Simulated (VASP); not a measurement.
A run of VASP 6.6.1 is set up as follows.

The input INCAR:

```
SYSTEM = Ca3PbN
  PREC = Accurate
  ENCUT = 600
  EDIFF = 1E-7
  ISMEAR = 1
  SIGMA = 0.05
  LREAL = .FALSE.
  LASPH = .TRUE.
  NELM = 100
  ALGO = Normal
  ISIF = 3
  LWAVE = .FALSE.
  LCHARG = .FALSE.
  IBRION = 2
  NSW = 80
  EDIFFG = -0.03
```

Contents of KPOINTS:

```
regular mesh
0
G
  5 5 5
  0 0 0
```

Contents of POSCAR:

```
Ca3PbN
1.0
    5.9539870000      0.0000000000      0.0000000000
    0.0000000000      5.9539870000      0.0000000000
    0.0000000000      0.0000000000      5.9539870000
Ca Pb N
3 1 1
Direct
    0.5000000000      0.5000000000      0.0000000000
    0.5000000000      0.0000000000      0.5000000000
    0.0000000000      0.5000000000      0.5000000000
    0.5000000000      0.5000000000      0.5000000000
    0.0000000000      0.0000000000      0.0000000000
```

Potentials or basis: VASP PAW LDA potentials, release 64 (Ca_sv, Pb_d, N).

The run is started by

```bash
$ cat potpaw_LDA.64/Ca_sv/POTCAR potpaw_LDA.64/Pb_d/POTCAR potpaw_LDA.64/N/POTCAR > POTCAR
$ mpirun -np 1 vasp_std > vasp.out
```

(1) Predict the relaxed volume.

(2) What does it give for the relaxed cell?

(3) What does it give for the band gap on the k mesh?

(4) What does it give for the space group after relaxing (to 0.1 Å)?

Results:

(1) 37.16 Å³/atom.

(2) a = 5.706 Å, b = 5.706 Å, c = 5.706 Å, α = 90.00°, β = 90.00°, γ = 90.00°.

(3) zero (an odd number of electrons rules out a gap without spin polarisation).

(4) Pm-3m (No. 221).

Caveat: spin-orbit coupling is left out, which moves the levels of the heavy elements.
